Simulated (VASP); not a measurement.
# As3P: relaxation of cell and atoms with PBE

The system is As3P.

```
CELL_PARAMETERS angstrom
3.98353 2.29989 1.69029
-3.98353 2.29989 1.69029
0.00000 -4.59979 1.69029
ATOMIC_POSITIONS crystal
As 0.69977 0.76700 0.19617
As 0.19617 0.69977 0.76700
As 0.76700 0.19617 0.69977
P 0.10269 0.10269 0.10269
```

The cell was built from a structure type or drawn by symmetry, and may not be a known phase.

* Program: VASP 6.6.1
* Task: relaxation of cell and atoms
* Functional: PBE
* Potentials or basis: VASP PAW PBE potentials, release 64 (As, P)
* Cutoff: 600 eV
* k mesh: 9 × 9 × 9
* Occupations: gaussian, width 0.02 eV
* Spin: no spin polarisation
* Dipole correction: no
* Further INCAR settings: ALGO = Normal; EDIFF = 1e-06; IBRION = 2; EDIFFG = -0.01; NSW = 100; ISIF = 3

```
Relaxed volume                        : 23.32 Å³/atom
Relaxed cell                          : a = 4.886 Å, b = 4.886 Å, c = 4.886 Å, α = 108.37°, β = 108.37°, γ = 108.37°
Space group after relaxing (to 0.1 Å) : R3 (No. 146)
Energy gained by relaxing             : 1.6 meV/atom
Ionic steps                           : 15
Pressure after relaxing               : 0.0 GPa
Largest force after relaxing          : 0.009 eV/Å
Band gap on the k mesh                : 0.99 eV (least direct gap 1.41 eV)
```

Forces in eV/Å, atoms in the order of the input:
```
As   0.008 -0.005 -0.003
As   0.000  0.009 -0.003
As  -0.008 -0.004 -0.003
P    0.000  0.000  0.008
```

The path:
```tsv
step	energy change (eV)	largest force (eV/Å)	pressure (GPa)	volume (Å³)
1	0.0000	0.1876	0.02	92.92
2	-0.0051	0.0651	0.06	92.96
3	-0.0060	0.0153	0.10	92.99
4	-0.0060	0.0185	0.10	92.99
5	-0.0061	0.0182	-0.07	93.22
6	-0.0061	0.0185	-0.06	93.23
7	-0.0063	0.0155	-0.01	93.20
8	-0.0063	0.0168	0.02	93.18
9	-0.0063	0.0163	0.00	93.21
10	-0.0065	0.0141	-0.04	93.30
11	-0.0065	0.0109	-0.12	93.48
12	-0.0065	0.0121	-0.08	93.39
13	-0.0066	0.0106	-0.02	93.32
14	-0.0066	0.0128	0.01	93.28
15	-0.0066	0.0095	0.00	93.27
```

Final structure:
```
CELL_PARAMETERS angstrom
3.96225 2.28761 1.71500
-3.96225 2.28761 1.71500
0.00000 -4.57522 1.71500
ATOMIC_POSITIONS crystal
As 0.70230 0.76770 0.19734
As 0.19734 0.70230 0.76770
As 0.76770 0.19734 0.70230
P 0.09828 0.09828 0.09828
```

Levels at points of the mesh, in eV from the valence-band top:
```csv
k point,band 6,band 7,band 8,band 9,band 10,band 11,band 12,band 13,band 14
"(0.00, 0.00, 0.00)",-3.92,-2.92,-2.92,-2.88,-2.31,1.71,1.97,1.97,5.73
```

It took 28 min on 1 thread of Oxide Virtual Turin-like Processor (shared host), peak memory 0.35 GiB.

Caveat: an odd mesh through Γ misses points on the zone boundary, where band edges can lie.
